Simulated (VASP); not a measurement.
# Al2Cu (P4/m) in VASP: a series of runs

Al2Cu is run at these levels: PBE; tasks: relaxation of cell and atoms, single point.

Everything below comes from runs of VASP 6.6.1. Logs are shortened: lines on timing, memory, paths and dates and some standing lists are left out, and cuts for length are marked.

## (1) The cell of the first run

The structure is tetragonal, space group P4/m (No. 83). Conventional cell: a = 5.233 Å, b = 5.233 Å, c = 5.416 Å, α = 90.00°, β = 90.00°, γ = 90.00°. Al (site symmetry m) has 2 Cu at 2.50 Å and 5 Al at 2.67 to 2.76 Å within 3.3 Å. Cu (site symmetry 4) has 1 Cu at 2.29 Å and 4 Al at 2.50 Å within 3.0 Å.

The cell was generated, and may not be a known phase.

## (2) Relaxation of cell and atoms, PBE

INCAR reads:

```
SYSTEM = Al2Cu
PREC = Accurate ; ENCUT = 600
EDIFF = 1E-6 ; ISMEAR = 0
SIGMA = 0.1 ; LREAL = .False.
LASPH = .True. ; NELM = 100
ALGO = Fast ; ISIF = 3
LWAVE = .False. ; LCHARG = .False.
GGA = PE ; IBRION = 2
NSW = 100 ; EDIFFG = -0.01
```

KPOINTS reads:

```
Automatic mesh
0
Gamma
  8 8 8
  0 0 0
```

POSCAR reads:

```
Al2Cu
1.0
    5.2325937396      0.0000000000      0.0000000000
    0.0000000000      5.2325937396      0.0000000000
    0.0000000000      0.0000000000      5.4164333235
Al Cu
4 2
Direct
    0.1778908141      0.6868416356      0.5000000000
    0.8221091859      0.3131583644      0.5000000000
    0.3131583644      0.1778908141      0.5000000000
    0.6868416356      0.8221091859      0.5000000000
    0.5000000000      0.5000000000      0.7887737082
    0.5000000000      0.5000000000      0.2112262918
```

Potentials or basis: VASP PAW PBE potentials, release 64 (Al, Cu).

On the command line:

```sh
> cat potpaw_PBE.64/Al/POTCAR potpaw_PBE.64/Cu/POTCAR > POTCAR
> mpirun -np 1 vasp_std > vasp.out
```

OUTCAR:

```text
SYSTEM = Al2Cu
   PREC = Accurate
   ENCUT = 600
   EDIFF = 1E-6
   ISMEAR = 0
   LREAL = .False.
   LASPH = .True.
   NELM = 100
   ISIF = 3
   GGA = PE
   IBRION = 2
   NSW = 100
   EDIFFG = -0.01

 ion  position               nearest neighbor table
   1  0.178  0.687  0.500-   5 2.50   6 2.50   3 2.67   4 2.67   2 2.70   4 2.76   3 2.76
   2  0.822  0.313  0.500-   5 2.50   6 2.50   3 2.67   4 2.67   1 2.70   4 2.76   3 2.76
   3  0.313  0.178  0.500-   5 2.50   6 2.50   1 2.67   2 2.67   4 2.70   1 2.76   2 2.76
   4  0.687  0.822  0.500-   5 2.50   6 2.50   1 2.67   2 2.67   3 2.70   2 2.76   1 2.76
   5  0.500  0.500  0.789-   6 2.29   2 2.50   3 2.50   4 2.50   1 2.50
   6  0.500  0.500  0.211-   5 2.29   2 2.50   3 2.50   4 2.50   1 2.50

  LATTYP: Found a simple tetragonal cell.
 ALAT       =     5.2325937396
 C/A-ratio  =     1.0351335481

  Lattice vectors:

 A1 = (   5.2325937396,   0.0000000000,   0.0000000000)
 A2 = (   0.0000000000,   5.2325937396,   0.0000000000)
 A3 = (   0.0000000000,   0.0000000000,   5.4164333235)

Analysis of symmetry for initial positions (statically):
=====================================================================
 Subroutine PRICEL returns:
 Original cell was already a primitive cell.

 Routine SETGRP: Setting up the symmetry group for a
 simple tetragonal supercell.

 Subroutine GETGRP returns: Found  8 space group operations
 (whereof  8 operations were pure point group operations)
 out of a pool of 16 trial point group operations.

The static configuration has the point symmetry C_4h.

Analysis of symmetry for dynamics (positions and initial velocities):
=====================================================================
 Subroutine PRICEL returns:
 Original cell was already a primitive cell.

 Routine SETGRP: Setting up the symmetry group for a
 simple tetragonal supercell.

 Subroutine GETGRP returns: Found  8 space group operations
 (whereof  8 operations were pure point group operations)
 out of a pool of 16 trial point group operations.

The dynamic configuration has the point symmetry C_4h.

 Subroutine INISYM returns: Found  8 space group operations
 (whereof  8 operations are pure point group operations),
 and found     1 'primitive' translations

[... 123 lines left out ...]
  volume/ion in A,a.u.               =      24.72       166.80
  Fermi-wavevector in a.u.,A,eV,Ry     =   1.001964  1.893437 13.659314  1.003931
  Thomas-Fermi vector in A             =   2.134420
   LORBIT       =      0    0 simple, 1 ext, 2 COOP (PROOUT), +10 PAW based schemes
   GGA     = PE    functional components
   LHFCALC =     F    Hartree Fock is set to
   AEXX    =    0.0000 exact exchange contribution
   IVDW    =     0    specifies the selected vdW correction
   LEPSILON=     F    determine dielectric tensor
   LRPA    =     F    only Hartree local field effects (RPA)
 conjugate gradient relaxation of ions
 non-spin polarized calculation
 RMM-DIIS sequential band-by-band and
 Gauss-broadening in eV      SIGMA  =   0.10
  energy-cutoff  :      600.00
  volume of cell :      148.30
 maximum number of plane-waves:      4974
 NGX is ok and might be reduce to    42
   NGX = 21   NGY = 21   NGZ = 21

--------------------------------------- Ionic step        1  -------------------------------------------

 number of electron      34.0000028 magnetization

 Free energy of the ion-electron system (eV)
  ---------------------------------------------------
  ext. energy  EPLUGINS =         0.00000000
  ---------------------------------------------------
  free energy    TOTEN  =       -19.08519498 eV

  energy without entropy =      -19.06972472  energy(sigma->0) =      -19.07745985

------------------------ aborting loop because EDIFF is reached ----------------------------------------

  FORCE on cell =-STRESS in cart. coord.  units (eV):
  Direction    XX          YY          ZZ          XY          YZ          ZX
  --------------------------------------------------------------------------------------
  -------------------------------------------------------------------------------------
  Total        0.8791033      0.8791033     -0.1031840     -0.0000000     -0.0000000      0.0000000
  in kB        9.4973640      9.4973640     -1.1147448     -0.0000003     -0.0000000      0.0000000
  external PRESSURE =       5.9599944 kB  Pullay stress =       0.0000000 kB
[... 101 lines left out ...]
  FREE ENERGIE OF THE ION-ELECTRON SYSTEM (eV)
  ---------------------------------------------------
  free  energy   TOTEN  =       -19.1020408624 eV

  energy  without entropy=      -19.0848892760  energy(sigma->0) =      -19.09346507

[... ionic steps 4 to 43 ...]

--------------------------------------- Ionic step       44  -------------------------------------------

 number of electron      34.0000019 magnetization

------------------------ aborting loop because EDIFF is reached ----------------------------------------
[... 75 lines left out ...]
--------------------------------------- Ionic step       46  -------------------------------------------

 number of electron      34.0000018 magnetization

 Free energy of the ion-electron system (eV)
  ---------------------------------------------------
  ext. energy  EPLUGINS =         0.00000000
  ---------------------------------------------------
  free energy    TOTEN  =       -19.14425769 eV

  energy without entropy =      -19.12721473  energy(sigma->0) =      -19.13573621

 E-fermi :   3.3442     XC(G=0):  -8.4876

 val. band max:        3.3355972983   @ k =   0.3750   0.0000   0.1250
 cond. band min:       3.3471920948   @ k =   0.5000   0.2500   0.3750
 fundamental gap:      0.0115947964
 Fermi energy:         3.3441628011

 k-point     1 :       0.0000    0.0000    0.0000
  band No.  band energies     occupation
      1      -5.5054      2.00000
      2      -1.6092      2.00000
      3      -1.5220      2.00000
      4      -1.5220      2.00000
      5      -1.0972      2.00000
      6      -0.3601      2.00000
[... 565 lines left out ...]
     20       5.1896      0.00000
     21       5.3021      0.00000

 [... further k-points ...]

------------------------ aborting loop because EDIFF is reached ----------------------------------------

  FORCE on cell =-STRESS in cart. coord.  units (eV):
  Direction    XX          YY          ZZ          XY          YZ          ZX
  --------------------------------------------------------------------------------------
  -------------------------------------------------------------------------------------
  Total       -0.0426890     -0.0426890     -0.0228790      0.0000000      0.0000000     -0.0000000
  in kB       -0.4736591     -0.4736591     -0.2538561      0.0000001      0.0000000     -0.0000000
  external PRESSURE =      -0.4003914 kB  Pullay stress =       0.0000000 kB
[... 21 lines left out ...]
  FREE ENERGIE OF THE ION-ELECTRON SYSTEM (eV)
  ---------------------------------------------------
  free  energy   TOTEN  =       -19.1442576881 eV

  energy  without entropy=      -19.1272147334  energy(sigma->0) =      -19.13573621

 reached required accuracy - stopping structural energy minimisation
```

OSZICAR:

```text
N       E                     dE             d eps       ncg     rms          rms(c)
DAV:   1     0.206733466953E+03    0.20673E+03   -0.14267E+04  3780   0.173E+03
DAV:   2    -0.862235880949E+01   -0.21536E+03   -0.20855E+03  3780   0.327E+02
DAV:   3    -0.221319581738E+02   -0.13510E+02   -0.12676E+02  4970   0.108E+02
DAV:   4    -0.227894681448E+02   -0.65751E+00   -0.64970E+00  5620   0.210E+01
[... 514 lines left out ...]
DAV:   1    -0.191442788507E+02   -0.54682E-04   -0.71344E-04  5817   0.449E-01    0.341E-02
RMM:   2    -0.191442705513E+02    0.82993E-05   -0.29021E-04  3798   0.265E-01    0.259E-02
RMM:   3    -0.191442571800E+02    0.13371E-04   -0.82009E-05  3794   0.171E-01    0.648E-03
RMM:   4    -0.191442576842E+02   -0.50421E-06   -0.13828E-05  3711   0.212E-02    0.277E-03
RMM:   5    -0.191442576881E+02   -0.38813E-08   -0.20188E-06  2182   0.201E-02
  46 F= -.19144258E+02 E0= -.19135736E+02  d E =-.334329E-04
```

It took 72 min on 1 thread of Intel Xeon 6975P-C (Granite Rapids), shared host; peak memory 0.54 GiB.

What came out:

```
Free energy                           : -19.1443 eV
Relaxed volume                        : 24.07 Å³/atom
Relaxed cell                          : a = 5.476 Å, b = 5.476 Å, c = 4.815 Å, α = 90.00°, β = 90.00°, γ = 90.00°
Space group after relaxing (to 0.1 Å) : P4/m (No. 83)
Energy gained by relaxing             : 9.8 meV/atom
Ionic steps                           : 46
Pressure after relaxing               : 0.0 GPa
Largest force after relaxing          : 0.008 eV/Å
Band gap on the k mesh                : zero (bands 17 and 18 overlap by 2.16 eV)
```

Forces on the atoms (eV/Å):
```
Al  -0.006  0.005  0.000
Al   0.006 -0.005  0.000
Al  -0.005 -0.006  0.000
Al   0.005  0.006  0.000
Cu   0.000  0.000 -0.002
Cu   0.000  0.000  0.002
```

Step by step:
```csv
step,energy change (eV),largest force (eV/Å),pressure (GPa),volume (Å³)
1,0.0000,0.2174,0.60,148.30
3,-0.0168,0.1185,-0.56,152.46
5,-0.0320,0.1139,-0.40,150.70
7,-0.0341,0.2267,-0.21,149.77
9,-0.0425,0.0425,0.00,147.96
11,-0.0427,0.0288,-0.07,148.31
13,-0.0433,0.0514,0.24,147.00
15,-0.0435,0.0255,0.04,147.67
17,-0.0435,0.0290,0.01,147.56
19,-0.0437,0.0278,0.05,147.50
21,-0.0449,0.0571,0.00,147.09
23,-0.0452,0.0672,-0.02,146.89
25,-0.0474,0.0518,-0.07,146.15
27,-0.0385,0.5009,0.40,142.91
29,-0.0516,0.2544,0.32,143.93
31,-0.0533,0.1480,0.15,144.55
33,-0.0539,0.1677,0.13,144.36
35,-0.0553,0.1116,0.03,144.47
37,-0.0564,0.1407,-0.16,144.97
39,-0.0573,0.0588,-0.12,144.71
41,-0.0587,0.0296,0.13,144.02
43,-0.0589,0.0185,-0.12,144.71
45,-0.0590,0.0151,-0.01,144.42
46,-0.0591,0.0080,-0.04,144.40
```

Final structure:
```cif
data_structure
_symmetry_space_group_name_H-M 'P 1'
_symmetry_Int_Tables_number 1
_cell_length_a 5.4765
_cell_length_b 5.4765
_cell_length_c 4.8146
_cell_angle_alpha 90.000
_cell_angle_beta 90.000
_cell_angle_gamma 90.000
_cell_volume 144.40
loop_
_atom_site_label
_atom_site_type_symbol
_atom_site_fract_x
_atom_site_fract_y
_atom_site_fract_z
_atom_site_occupancy
Al1 Al 0.16396 0.69339 0.50000 1
Al2 Al 0.83604 0.30661 0.50000 1
Al3 Al 0.30661 0.16396 0.50000 1
Al4 Al 0.69339 0.83604 0.50000 1
Cu1 Cu 0.50000 0.50000 0.76420 1
Cu2 Cu 0.50000 0.50000 0.23580 1
```

Levels at points of the mesh, in eV from the Fermi level:
```tsv
k point	band 15	band 16	band 17	band 18	band 19	band 20
(0.00, 0.00, 0.00)	-2.38	-0.40	-0.10	0.64	0.64	1.67
(0.50, 0.00, 0.00)	-2.02	-1.61	0.16	0.28	0.40	1.48
(0.50, 0.50, 0.00)	0.49	0.93	0.93	1.29	1.92	1.92
(0.00, 0.00, 0.50)	-2.12	-2.12	0.69	0.69	1.28	1.28
(0.50, 0.00, 0.50)	-1.74	-1.65	-1.44	-0.99	1.29	2.43
(0.50, 0.50, 0.50)	-3.00	-1.01	-1.01	0.34	2.93	2.93
```

## (3) Single point, PBE

INCAR reads:

```
  PREC = Accurate
  ENCUT = 520
  EDIFF = 1E-6
  ISMEAR = 0
  SIGMA = 0.1
  LREAL = False
  LASPH = True
  NELM = 100
  ALGO = Normal
  ISIF = 2
  LWAVE = False
  LCHARG = False
  GGA = PE
  NBANDS = 26
```

KPOINTS reads:

```
Automatic mesh
0
Gamma
  4 4 4
```

POSCAR reads:

```
Al2Cu
1.0
    5.2325937396      0.0000000000      0.0000000000
    0.0000000000      5.2325937396      0.0000000000
    0.0000000000      0.0000000000      5.4164333235
Al Cu
4 2
Direct
    0.1778908141      0.6868416356      0.8072237515
    0.8221091859      0.3131583644      0.8072237515
    0.3131583644      0.1778908141      0.8072237515
    0.6868416356      0.8221091859      0.8072237515
    0.5000000000      0.5000000000      1.0959941001
    0.5000000000      0.5000000000      0.5184466838
```

Potentials or basis: VASP PAW PBE potentials, release 64 (Al, Cu).

On the command line:

```sh
> cat potpaw_PBE.64/Al/POTCAR potpaw_PBE.64/Cu/POTCAR > POTCAR
> mpirun -np 1 vasp_std > vasp.out
```

Run time: 47 s. Hardware: 1 thread of Intel Xeon Platinum 8488C (Sapphire Rapids), shared host; peak memory 0.26 GiB.

Results (log left out):

* Free energy: -18.9716 eV
* Pressure: 0.3 GPa
* Largest force: 0.029 eV/Å
* Band gap on the k mesh: zero (bands 17 and 18 overlap by 1.98 eV)

Forces on the atoms (eV/Å):
```
Al  -0.004  0.004  0.000
Al   0.004 -0.004  0.000
Al  -0.004 -0.004  0.000
Al   0.004  0.004  0.000
Cu   0.000  0.000 -0.029
Cu   0.000  0.000  0.029
```

Stress tensor (GPa, compression positive):
```
0.24 0.00 0.00
0.00 0.24 0.00
0.00 0.00 0.34
```

Levels at points of the mesh, in eV from the Fermi level:
| k point | band 14 | band 15 | band 16 | band 17 | band 18 | band 19 | band 20 | band 21 |
| --- | --- | --- | --- | --- | --- | --- | --- | --- |
| (0.00, 0.00, 0.00) | -2.61 | -2.34 | -1.51 | -0.74 | 1.23 | 1.23 | 2.14 | 2.44 |
| (0.50, 0.00, 0.00) | -2.02 | -1.51 | -1.25 | -1.03 | -0.30 | -0.26 | 1.90 | 3.15 |
| (0.50, 0.50, 0.00) | -2.71 | -0.43 | -0.09 | 0.51 | 0.51 | 1.77 | 2.38 | 2.38 |
| (0.00, 0.00, 0.50) | -2.26 | -1.82 | -1.82 | 1.00 | 1.00 | 1.66 | 1.66 | 1.79 |
| (0.50, 0.00, 0.50) | -1.88 | -1.58 | -1.54 | -1.16 | -0.71 | 1.58 | 2.91 | 2.96 |
| (0.50, 0.50, 0.50) | -2.62 | -2.62 | -0.86 | -0.86 | 0.92 | 3.54 | 3.54 | 3.61 |

## (4) Single point, PBE

This run uses another cell than the first one, of 23.98 Å³/atom.

INCAR reads:

```
SYSTEM = Al2Cu
PREC = Accurate
ENCUT = 520
EDIFF = 1E-6
ISMEAR = 0
SIGMA = 0.1
LREAL = .FALSE.
LASPH = .TRUE.
NELM = 80
ALGO = Fast
ISIF = 2
LWAVE = .FALSE.
LCHARG = .FALSE.
GGA = PE
NBANDS = 26
```

KPOINTS reads:

```
Automatic mesh
0
G
  8 8 8
  0 0 0
```

POSCAR reads:

```
Al2Cu
1.0
    5.4771461491      0.0000000000      0.0000000000
    0.0000000000      5.4771461491      0.0000000000
    0.0000000000      0.0000000000      4.7967348633
Al Cu
4 2
Direct
    0.1639699710      0.6934623197      0.5000000000
    0.8360300290      0.3065376803      0.5000000000
    0.3065376803      0.1639699710      0.5000000000
    0.6934623197      0.8360300290      0.5000000000
    0.5000000000      0.5000000000      0.7639389032
    0.5000000000      0.5000000000      0.2360610968
```

On the command line:

```sh
> cat potpaw_PBE.64/Al/POTCAR potpaw_PBE.64/Cu/POTCAR > POTCAR
> mpirun -np 1 vasp_std > vasp.out
```

It took 3.9 min on 1 thread of Intel Xeon Platinum 8488C (Sapphire Rapids), shared host; peak memory 0.43 GiB.

Results (log left out):

- Free energy: -19.1430 eV
- Pressure: 0.1 GPa
- Largest force: 0.022 eV/Å
- Band gap on the k mesh: zero (bands 17 and 18 overlap by 2.16 eV)

Forces in eV/Å, atoms in the order of the input:
```
Al  -0.019  0.011  0.000
Al   0.019 -0.011  0.000
Al  -0.011 -0.019  0.000
Al   0.011  0.019  0.000
Cu   0.000  0.000 -0.001
Cu   0.000  0.000  0.001
```

Levels at points of the mesh, in eV from the Fermi level:
```
           k point  band 13  band 14  band 15  band 16  band 17  band 18  band 19  band 20  band 21  band 22
(0.00, 0.00, 0.00)    -2.65    -2.65    -2.38    -0.38    -0.09     0.63     0.63     1.66     2.13     2.67
(0.50, 0.00, 0.00)    -2.35    -2.15    -2.03    -1.62     0.17     0.29     0.43     1.47     2.69     3.38
(0.50, 0.50, 0.00)    -2.66    -2.66     0.50     0.95     0.95     1.33     1.90     1.90     1.99     3.06
(0.00, 0.00, 0.50)    -2.87    -2.29    -2.13    -2.13     0.68     0.68     1.28     1.28     1.28     1.76
(0.50, 0.00, 0.50)    -3.22    -1.99    -1.75    -1.65    -1.44    -0.99     1.28     2.42     2.50     2.87
(0.50, 0.50, 0.50)    -3.13    -3.01    -3.01    -1.02    -1.02     0.32     2.92     2.92     3.12     3.68
```

## (5) Overview

```tsv
task	cell	k mesh	cutoff (eV)	gap on the mesh (eV)	pressure (GPa)	largest force (eV/Å)
relaxation of cell and atoms	relaxed from a = 5.233, b = 5.233, c = 5.416 Å, 6 atoms, atomic positions A	8 × 8 × 8	600	none	0.0	0.01
single point	a = 5.233, b = 5.233, c = 5.416 Å, 6 atoms, atomic positions A	4 × 4 × 4	520	none	0.3	0.03
single point	a = 5.477, b = 5.477, c = 4.797 Å, 6 atoms, atomic positions B	8 × 8 × 8	520	none	0.1	0.02
```

Alike in all rows: level PBE; potentials or basis VASP PAW PBE potentials, release 64 (Al, Cu); no spin polarisation; smearing gaussian 0.1 eV.

Total energies depend on the potentials used, so only differences within one code and one set of settings carry meaning.

The gap in the log of VASP goes by the Fermi energy; the results here count the filled bands.